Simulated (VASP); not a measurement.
YGeF5: single point with PBE

Crystal: YGeF5.

```
CELL_PARAMETERS angstrom
0.00000 3.65007 3.65007
3.65007 0.00000 3.65007
3.65007 3.65007 0.00000
ATOMIC_POSITIONS crystal
Y 0.75000 0.75000 0.75000
Ge 0.50000 0.50000 0.50000
F 0.00000 0.00000 0.00000
F 0.35623 0.35623 0.35623
F 0.35623 0.35623 0.93131
F 0.35623 0.93131 0.35623
F 0.93131 0.35623 0.35623
```

The cell was generated, and may not be a known phase.

| Item | Value |
| --- | --- |
| Program | VASP 6.6.1 |
| Task | single point |
| Functional | PBE |
| Potentials or basis | VASP PAW PBE potentials, release 64 (Y_sv, Ge_d, F) |
| Cutoff | 520 eV |
| k mesh | 4 × 4 × 4 |
| Occupations | gaussian, width 0.1 eV |
| Spin | no spin polarisation |
| Dipole correction | no |
| Further INCAR settings | ALGO = Normal; EDIFF = 1e-06; NBANDS = 39 |

```json
{"Pressure": "9.0 GPa", "Largest force": "1.464 eV/Å", "Band gap on the k mesh": "0.58 eV (least direct gap 0.73 eV)"}
```

Forces on the atoms (eV/Å):
```
Y    0.000  0.000  0.000
Ge   0.000  0.000  0.000
F    0.000  0.000  0.000
F    0.845  0.845  0.845
F   -0.845 -0.845  0.845
F   -0.845  0.845 -0.845
F    0.845 -0.845 -0.845
```

Levels at points of the mesh, in eV from the valence-band top:
| k point | band 26 | band 27 | band 28 | band 29 | band 30 | band 31 | band 32 | band 33 | band 34 | band 35 |
| --- | --- | --- | --- | --- | --- | --- | --- | --- | --- | --- |
| (0.00, 0.00, 0.00) | -4.56 | -3.29 | -3.29 | -3.29 | -1.60 | 0.69 | 0.69 | 0.69 | 1.66 | 1.66 |
| (0.50, 0.00, 0.00) | -4.56 | -3.38 | -3.19 | -3.19 | -0.26 | 0.91 | 0.91 | 1.44 | 1.44 | 1.50 |
| (0.50, 0.50, 0.00) | -4.63 | -3.34 | -3.23 | -3.23 | -0.09 | 0.90 | 0.90 | 0.98 | 1.63 | 2.01 |

Wall time 59 s on 1 thread of Oxide Virtual Turin-like Processor, with other jobs on the host, peak memory 0.22 GiB.

Caveat: the cell stands under pressure; semilocal functionals underestimate gaps, and a narrow one can read as zero; forces of over 1 eV/Å act on the atoms, so gaps and moduli don't describe the material at rest. A k mesh can miss the band edges.
